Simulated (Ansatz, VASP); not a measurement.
EuMn: VASP beside Ansatz

File INCAR:

```
SYSTEM = EuMn
ALGO     = Normal         ! electronic algorithm
EDIFF    = 1E-7           ! SCF threshold, eV
ENCUT    = 520            ! plane-wave cutoff, eV
GGA      = PS             ! functional
ISIF     = 2              ! what is computed and relaxed
ISMEAR   = 0              ! smearing method
ISPIN    = 2              ! spin polarisation
LASPH    = .True.         ! aspherical terms in the spheres
LCHARG   = .False.        ! write CHGCAR
LMAXMIX  = 6              ! l up to which the mixer works
LORBIT   = 11             ! projections on sites
LREAL    = .False.        ! projectors in reciprocal space
LWAVE    = .False.        ! write WAVECAR
MAGMOM   = 7.42 -3.92     ! initial moments
NBANDS   = 26             ! bands
NELM     = 150            ! most SCF steps
PREC     = Accurate       ! precision mode
SIGMA    = 0.05           ! smearing width, eV
```

KPOINTS

```
k-points
0
Gamma
  8 8 8
  0 0 0
```

POSCAR

```
EuMn
1.0
    3.5649507499      0.0000000000      0.0000000000
    0.0000000000      3.5649507499      0.0000000000
    0.0000000000      0.0000000000      3.5649507499
Eu Mn
1 1
Direct
    0.0000000000      0.0000000000      0.0000000000
    0.5000000000      0.5000000000      0.5000000000
```

Input for Ansatz:

```yaml
crystal:
  lattice:
    - [3.5649507499, 0.0, 0.0]
    - [0.0, 3.5649507499, 0.0]
    - [0.0, 0.0, 3.5649507499]
  atoms:
    - { symbol: Eu, position: [0.0, 0.0, 0.0], spin: 7.42 }
    - { symbol: Mn, position: [0.5, 0.5, 0.5], spin: -3.92 }
basis:
  ecutwfc: 420
  ecutrho_ratio: 4
kpoints:
  mp_grid: { grid: [8, 8, 8] }
hamiltonian:
  xc: pbesol
scf:
  occupations: { method: gaussian, width: 0.05 }
output:
  forces: true
  stress: true
  eigenvalues: true
  populations: true
magnetization:
  spin_polarized: true
```

Alike in both runs: task single point; functional PBEsol; k mesh 8 × 8 × 8; occupations gaussian, width 0.05 eV; collinear spin.

|  | VASP | Ansatz |
| --- | --- | --- |
| version | VASP 6.6.1 | Ansatz 0.2.0 |
| potentials or method | VASP PAW PBE potentials, release 64 (Eu, Mn_pv), cutoff 520 eV | scalar-relativistic, plane waves, PAW |
| valence electrons in the cell | 30 | 32 |

|  | VASP | Ansatz | Ansatz less VASP |
| --- | --- | --- | --- |
| gap on the k mesh at the Fermi level (eV) | none | none | - |
| pressure (GPa) | -1.7 | -1.6 | +0.09 |
| net moment per atom (μB) | 1.78 | 1.78 | -0.001 |
| size of the moment on the site where the two differ most (μB) | 6.60 | 6.77 | +0.167 |

VASP's potentials were made for PBE, not for PBEsol. Site moments also hang on the region over which each program counts them. A gap of «none» marks a metal or a gap that the smearing closes. With one functional, cell and mesh, what is left measures potentials, basis and numerics. VASP's potentials hold 30 valence electrons a cell and Ansatz's 32, so a difference there can come from the potentials and not from the codes. Ansatz's warnings: given moment on shells.

Neither program's run includes spin-orbit coupling.
